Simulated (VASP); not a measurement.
**K: single point with PBE**

The system is K, a sheet with vacuum.

```
K
1.0
     4.30269    0.00000    0.00000
     0.00000    4.30269    0.00000
     0.00000    0.00000   26.58007
K
2
Direct
  0.50000 0.00000 0.25287
  0.00000 0.50000 0.34909
```

The cell was generated, and may not be a known phase.

```yaml
Program: VASP 6.6.1
Task: single point
Functional: PBE
Potentials_or_basis: VASP PAW PBE potentials, release 64 (K_sv)
Cutoff: 520 eV
k_mesh: 4 × 4 × 1
Occupations: gaussian, width 0.1 eV
Spin: no spin polarisation
Dipole_correction: yes
Further_INCAR_settings: ALGO = Fast; EDIFF = 1e-06; NBANDS = 16
```

```yaml
Largest_force: 0.508 eV/Å
Band_gap_on_the_k_mesh: zero (bands 9 and 10 overlap by 1.62 eV)
```

Forces on the atoms (eV/Å):
```
K    0.000  0.000 -0.508
K    0.000  0.000  0.508
```

Levels at points of the mesh, in eV from the Fermi level:
| k point | band 6 | band 7 | band 8 | band 9 | band 10 | band 11 | band 12 | band 13 |
| --- | --- | --- | --- | --- | --- | --- | --- | --- |
| (0.00, 0.00, 0.00) | -15.74 | -15.70 | -15.70 | -2.16 | -0.57 | 1.00 | 1.64 | 2.17 |
| (0.50, 0.00, 0.00) | -15.74 | -15.73 | -15.73 | -0.04 | -0.04 | 1.28 | 1.28 | 2.56 |
| (0.50, 0.50, 0.00) | -15.79 | -15.76 | -15.76 | 1.05 | 1.05 | 1.67 | 1.67 | 2.95 |

Wall time 96 s on 1 thread of Oxide Virtual Turin-like Processor, on a shared host, peak memory 0.4 GiB.

Caveat: the k points lie up to 0.37 Å⁻¹ apart, too coarse for converged energies and pressures of a metal.
